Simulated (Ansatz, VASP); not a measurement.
**Sr: VASP beside Ansatz**

```xyz
1
Lattice="3.2361 0.0000 0.0000 0.0000 3.2361 0.0000 0.0000 0.0000 3.2361" Properties=species:S:1:pos:R:3 pbc="T T T"
Sr    0.0000    0.0000    0.0000
```

Change from the starting cell: volume scaled by 0.7, LAPW.

Alike in both runs: task single point; functional LDA; k mesh 10 × 10 × 10; occupations fermi-dirac, width 0.05 eV; no spin polarisation.

|  | VASP | Ansatz |
| --- | --- | --- |
| version | VASP 6.6.1 | Ansatz 0.2.0 |
| potentials or method | VASP PAW LDA potentials, release 64 (Sr_sv), cutoff 520 eV | all-electron LAPW, scalar-relativistic |

VASP gave:

| Property | Result |
| --- | --- |
| pressure (GPa) | 6.4 |

Q: Estimate Ansatz's values.

A: Pressure (GPa): 6.3.

LDA's correlation is that of Perdew and Zunger in VASP and of Perdew and Wang (1992) in Ansatz. Ansatz ran all-electron here, and VASP with PAW potentials.
